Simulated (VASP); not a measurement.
Input of a VASP 6.6.1 run:

File INCAR:

```
PREC = Accurate
ENCUT = 600
EDIFF = 1E-6
ISMEAR = 0
SIGMA = 0.05
LREAL = False
LASPH = True
NELM = 120
ALGO = Normal
ISIF = 2
LWAVE = False
LCHARG = False
GGA = PS
NBANDS = 36
GGA_COMPAT = False
```

File KPOINTS:

```
Automatic mesh
0
Gamma
  10 10 2
```

POSCAR

```
BN
1.0
   -2.5410113134      0.0000000000      0.0000000000
   -1.2705056567     -2.2005803487      0.0000000000
   -2.2232578487     -1.2835985174     12.6098865131
B N
6 6
Direct
    0.5330651078      0.5330651078      0.2290443320
    0.3386317745      0.3386317745      0.5623776653
    0.1441984411      0.1441984411      0.8957109987
    0.2969484411      0.2969484411      0.0623776653
    0.1025151078      0.1025151078      0.3957109987
   -0.0919182255     -0.0919182255      0.7290443320
    0.6058737789      0.6058737789      0.1042223347
    0.4114404455      0.4114404455      0.4375556680
    0.2170071122      0.2170071122      0.7708890013
   -0.2135428878     -0.2135428878      0.9375556680
    0.1753237789      0.1753237789      0.2708890013
   -0.0191095545     -0.0191095545      0.6042223347
```

Potentials or basis: VASP PAW PBE potentials, release 64 (B, N).

The run is started by

```console
$ cat potpaw_PBE.64/B/POTCAR potpaw_PBE.64/N/POTCAR > POTCAR
$ mpirun -np 1 vasp_std > vasp.out
```

**Question.** Estimate the largest force.

**Answer.** 3.951 eV/Å.

**Question.** Predict the pressure.

**Answer.** 3.3 GPa.

**Question.** What does it give for the band gap on the k mesh?

**Answer.** 2.32 eV (least direct gap 3.06 eV).

Stress tensor (GPa, compression positive):
```
-2.90  3.98  9.13
 3.98 -7.50  5.27
 9.13  5.27 20.18
```

Caveat: the cell differs from its parent crystal (the part above a cut slid along it); the stress differs along the axes, from -7 to 20 GPa; the PAW data sets were made with another functional, which shifts forces and pressure a little. A k mesh can miss the band edges.
